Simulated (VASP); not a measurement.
Write the native input for VASP 6.6.1 that does the following.

```
Task                   : single point
Functional             : r2SCAN
Potentials or basis    : VASP PAW PBE potentials, release 64 (Si, C)
Cutoff                 : 520 eV
k mesh                 : 8 × 5 × 1
Occupations            : fermi-dirac, width 0.02 eV
Spin                   : no spin polarisation
Dipole correction      : yes
Further INCAR settings : ALGO = Normal; EDIFF = 1e-06; NBANDS = 26
```

SiC (SiC (10-10), 4 layers), a slab with vacuum:

```
Si C
1.0
     3.07537    0.00000    0.00000
     0.00000    5.04829    0.00000
     0.00000    0.00000   19.55110
Si C
4 4
Direct
  0.00000 0.58557 0.42351
  0.50000 0.05915 0.44708
  0.50000 0.55913 0.55292
  0.00000 0.08556 0.57649
  0.00000 0.92682 0.41352
  0.50000 0.42850 0.45118
  0.50000 0.92848 0.54882
  0.00000 0.42680 0.58648
```

The input as run:

POSCAR

```
SiC
1.0
    3.0753709259      0.0000000000      0.0000000000
    0.0000000000      5.0482949067      0.0000000000
    0.0000000000      0.0000000000     19.5511000000
Si C
4 4
Direct
    0.0000000000      0.5855708739      0.4235086984
    0.5000000000      0.0591473753      0.4470800970
    0.5000000000      0.5591258709      0.5529150794
    0.0000000000      0.0855565278      0.5764891944
    0.0000000000      0.9268183425      0.4135157998
    0.5000000000      0.4285009281      0.4511843237
    0.5000000000      0.9284786204      0.5488233074
    0.0000000000      0.4268014612      0.5864834998
```

INCAR.step1

```
SYSTEM = SiC
PREC = Accurate
ENCUT = 520
ISMEAR = -1
SIGMA = 0.02
LREAL = .False.
LASPH = .True.
NELM = 80
LDIPOL = .True.
IDIPOL = 3
DIPOL = 0.5 0.5 0.500
NBANDS = 26
GGA = PE
ALGO = Normal
EDIFF = 1E-4
LWAVE = .True.
LCHARG = .False.
```

INCAR.step2

```
SYSTEM = SiC
PREC = Accurate
ENCUT = 520
EDIFF = 1E-6
ISMEAR = -1
SIGMA = 0.02
LREAL = .False.
LASPH = .True.
NELM = 80
ALGO = Normal
ISIF = 2
LWAVE = .False.
LCHARG = .False.
LDIPOL = .True.
IDIPOL = 3
DIPOL = 0.5 0.5 0.500
METAGGA = R2SCAN
LMIXTAU = .True.
NBANDS = 26
ISTART = 1
```

KPOINTS

```
regular mesh
0
Gamma
  8 5 1
  0 0 0
```

Potentials or basis: VASP PAW PBE potentials, release 64 (Si, C).

Launch:

```bash
$ cat potpaw_PBE.64/Si/POTCAR potpaw_PBE.64/C/POTCAR > POTCAR
$ cp INCAR.step1 INCAR
$ mpirun -np 1 vasp_std > vasp.out
$ cp INCAR.step2 INCAR
$ mpirun -np 1 vasp_std > vasp.out
```

It gave:

```
Largest force          : 0.023 eV/Å
Band gap on the k mesh : 1.52 eV, indirect (least direct gap 2.33 eV)
```

Caveat: the PAW data sets were made with another functional, which shifts forces and pressure a little.

Wall time 4.8 min on 1 thread of Intel(R) Xeon(R) 6975P-C (Granite Rapids), with other jobs on the host, peak memory 0.43 GiB.
